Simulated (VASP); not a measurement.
A run of VASP 6.6.1 is set up as follows.

Contents of POSCAR:

```
Ag
1.0
    0.0000000000      2.0696313722      2.0696313722
    2.0696313722      0.0000000000      2.0696313722
    2.0696313722      2.0696313722      0.0000000000
Ag
1
Direct
    0.0000000000      0.0000000000      0.0000000000
```

The input INCAR.step1:

```
SYSTEM = Ag
PREC = Accurate
ENCUT = 520
EDIFF = 1E-5
ISMEAR = -1
SIGMA = 0.05
LREAL = .False.
LASPH = .True.
NELM = 60
ALGO = Normal
ISIF = 2
LWAVE = .True.
LCHARG = .False.
GGA = PE
NBANDS = 12
```

The input INCAR.step2:

```
SYSTEM = Ag
PREC = Accurate
ENCUT = 520
EDIFF = 1E-6
ISMEAR = -1
SIGMA = 0.05
LREAL = .False.
LASPH = .True.
NELM = 60
ALGO = Normal
ISIF = 2
LWAVE = .False.
LCHARG = .False.
GGA = PE
LHFCALC = .True.
HFSCREEN = 0.2079
PRECFOCK = Normal
ISTART = 1
NBANDS = 12
```

The input KPOINTS:

```
Automatic mesh
0
Gamma
  6 6 6
  0 0 0
```

Potentials or basis: VASP PAW PBE potentials, release 64 (Ag).

Run with:

```console
$ cat potpaw_PBE.64/Ag/POTCAR > POTCAR
$ cp INCAR.step1 INCAR
$ mpirun -np 1 vasp_std > vasp.out
$ cp INCAR.step2 INCAR
$ mpirun -np 1 vasp_std > vasp.out
```

**Question.** Predict the band gap on the k mesh.

**Answer.** Zero (an odd number of electrons rules out a gap without spin polarisation).

**Question.** Estimate the pressure.

**Answer.** 1.2 GPa.

Caveat: the k points lie up to 0.44 Å⁻¹ apart, too coarse for converged energies and pressures of a metal; the PAW data sets were made with another functional, which shifts forces and pressure a little.
